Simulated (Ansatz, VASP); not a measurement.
One calculation of MgS, two programs

File INCAR:

```
SYSTEM = MgS
PREC     = Accurate       ! precision mode
ENCUT    = 600            ! plane-wave cutoff, eV
EDIFF    = 1E-6           ! SCF threshold, eV
ISMEAR   = 0              ! smearing method
SIGMA    = 0.05           ! smearing width, eV
LREAL    = .FALSE.        ! projectors in reciprocal space
LASPH    = .TRUE.         ! aspherical terms in the spheres
NELM     = 120            ! most SCF steps
ALGO     = Normal         ! electronic algorithm
ISIF     = 2              ! what is computed and relaxed
LWAVE    = .FALSE.        ! write WAVECAR
LCHARG   = .FALSE.        ! write CHGCAR
GGA      = PS             ! functional
NBANDS   = 11             ! bands
GGA_COMPAT= .FALSE.
```

KPOINTS

```
Automatic mesh
0
G
  8 8 8
  0 0 0
```

POSCAR

```
MgS
1.0
    0.0000000000      2.3935180000      2.6016500000
    2.3935180000      0.0000000000      2.6016500000
    2.3935180000      2.3935180000      0.0000000000
Mg S
1 1
Direct
    0.0000000000      0.0000000000      0.0000000000
    0.5000000000      0.5000000000      0.5000000000
```

Input for Ansatz:

```yaml
crystal:
  lattice:
    - [0.0, 2.393518, 2.60165]
    - [2.393518, 0.0, 2.60165]
    - [2.393518, 2.393518, 0.0]
  atoms:
    - { symbol: Mg, position: [0.0, 0.0, 0.0] }
    - { symbol: S, position: [0.5, 0.5, 0.5] }
basis:
  ecutwfc: 420
kpoints:
  mp_grid: { grid: [8, 8, 8] }
hamiltonian:
  xc: pbesol
scf:
  occupations: { method: gaussian, width: 0.05 }
output:
  forces: true
  stress: true
  eigenvalues: true
```

Change from the starting cell: strain -0.080 along x and y, +0.000 along z, atoms carried along.

Alike in both runs: task single point; functional PBEsol; k mesh 8 × 8 × 8; occupations gaussian, width 0.05 eV; no spin polarisation.

```csv
,VASP,Ansatz
version,VASP 6.6.1,Ansatz 0.2.0
potentials or method,"VASP PAW PBE potentials, release 64 (Mg, S), cutoff 600 eV","scalar-relativistic, plane waves, PAW"
valence electrons in the cell,8,16
```

|  | VASP | Ansatz | Ansatz less VASP |
| --- | --- | --- | --- |
| gap on the k mesh at the Fermi level (eV) | 2.74 | 2.72 | -0.019 |
| least direct gap on the mesh (eV) | 4.78 | 4.76 | -0.025 |
| pressure (GPa) | 18.1 | 18.2 | +0.06 |
| traceless stress, the component that is largest in VASP (GPa) | -11.98 | -11.93 | +0.054 |

VASP's potentials were made for PBE, not for PBEsol. The functional is the same, so the differences come from potentials, cutoffs and numerics. VASP's potentials hold 8 valence electrons a cell and Ansatz's 16, so a difference there can come from the potentials and not from the codes.
